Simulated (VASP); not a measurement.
# Fe: electric field gradients with PBE

The system is Fe.

```
Fe
1.0
     2.41782    0.00000    0.00000
    -1.20891    2.09389    0.00000
     0.00000    0.00000    3.81615
Fe
2
Direct
  0.33333 0.66667 0.25000
  0.66667 0.33333 0.75000
```

This cell differs from its parent crystal: volume scaled by 0.98.

* Program: VASP 6.6.1
* Task: electric field gradients
* Functional: PBE
* Potentials or basis: VASP PAW PBE potentials, release 64 (Fe)
* Cutoff: 520 eV
* k mesh: 17 × 17 × 10
* Occupations: fermi-dirac, width 0.08 eV
* Spin: no spin polarisation
* Dipole correction: no
* Further INCAR settings: ALGO = Normal; EDIFF = 1e-08; NBANDS = 15

* Pressure: 17.2 GPa
* Band gap on the k mesh: zero (band 8 reaches 8.43 eV, above the bottom of band 9 at 6.47 eV)

Stress tensor (GPa, compression positive):
```
16.70  0.00  0.00
 0.00 16.70  0.00
 0.00  0.00 18.15
```

Levels at points of the mesh, in eV from the Fermi level:
| k point | band 4 | band 5 | band 6 | band 7 | band 8 | band 9 | band 10 | band 11 | band 12 | band 13 |
| --- | --- | --- | --- | --- | --- | --- | --- | --- | --- | --- |
| (0.00, 0.00, 0.00) | -1.79 | -1.64 | -1.28 | -1.28 | -0.92 | -0.92 | 0.58 | 0.76 | 0.76 | 9.35 |
| (0.00, 0.00, 0.50) | -2.22 | -1.92 | -1.92 | -1.92 | -1.92 | 0.35 | 0.35 | 0.35 | 0.35 | 17.85 |

Electric field gradients, principal values (V/Å²):
| atom | least | middle | greatest (by size) |
| --- | --- | --- | --- |
| 1 Fe | 4.060 | 4.062 | -8.122 |
| 2 Fe | 4.060 | 4.062 | -8.122 |

Wall time 32 s on 1 thread of Intel(R) Xeon(R) Platinum 8488C (Sapphire Rapids) (shared host), peak memory 0.16 GiB.

Caveat: without QUAD_EFG the Cq values of the log hold for a quadrupole moment of 1 mb, not for the nuclei; the run has no spin polarisation, though such a crystal can be magnetic. Spin polarisation is off, so any magnetic state and its effect on volume and gap are missing.
